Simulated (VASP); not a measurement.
Set up this calculation in VASP 6.6.1, as the native input.

```
Task                   : single point
Functional             : PBE
Potentials or basis    : VASP PAW PBE potentials, release 64 (Zr_sv, C)
Cutoff                 : 520 eV
k mesh                 : 9 × 9 × 1
Occupations            : gaussian, width 0.1 eV
Spin                   : no spin polarisation
Dipole correction      : yes
Further INCAR settings : ALGO = Normal; EDIFF = 1e-07; NBANDS = 33
```

The structure of ZrC lies in POSCAR:

```
ZrC
1.0
    3.3294863369      0.0000000000      0.0000000000
    0.0000000000      3.3294863369      0.0000000000
    0.0000000000      0.0000000000     18.7086047334
Zr C
3 3
Direct
    0.0000000000      0.0000000000      0.3741593828
    0.5000000000      0.5000000000      0.4962640434
    0.0000000000      0.0000000000      0.6170347361
    0.5000000000      0.5000000000      0.3741593828
    0.0000000000      0.0000000000      0.4959397835
    0.5000000000      0.5000000000      0.6207898424
```

These files were run (other wordings do the same):

INCAR

```
SYSTEM = ZrC
  PREC = Accurate
  ENCUT = 520
  EDIFF = 1E-7
  ISMEAR = 0
  SIGMA = 0.1
  LREAL = .FALSE.
  LASPH = .TRUE.
  NELM = 100
  ALGO = Normal
  ISIF = 2
  LWAVE = .FALSE.
  LCHARG = .FALSE.
  LDIPOL = .TRUE.
  IDIPOL = 3
  DIPOL = 0.5 0.5 0.496
  GGA = PE
  NBANDS = 33
```

KPOINTS

```
Automatic mesh
0
G
  9 9 1
  0 0 0
```

Potentials or basis: VASP PAW PBE potentials, release 64 (Zr_sv, C).

Command:

```console
$ cat potpaw_PBE.64/Zr_sv/POTCAR potpaw_PBE.64/C/POTCAR > POTCAR
$ mpirun -np 1 vasp_std > vasp.out
```

Results of the run:

The largest force is 0.541 eV/Å and the band gap on the k mesh is zero (band 24 reaches 1.46 eV, above the bottom of band 25 at 1.35 eV).

It took 2.5 min on 1 thread of Intel(R) Xeon(R) 6975P-C (Granite Rapids) (shared host), peak memory 0.35 GiB.
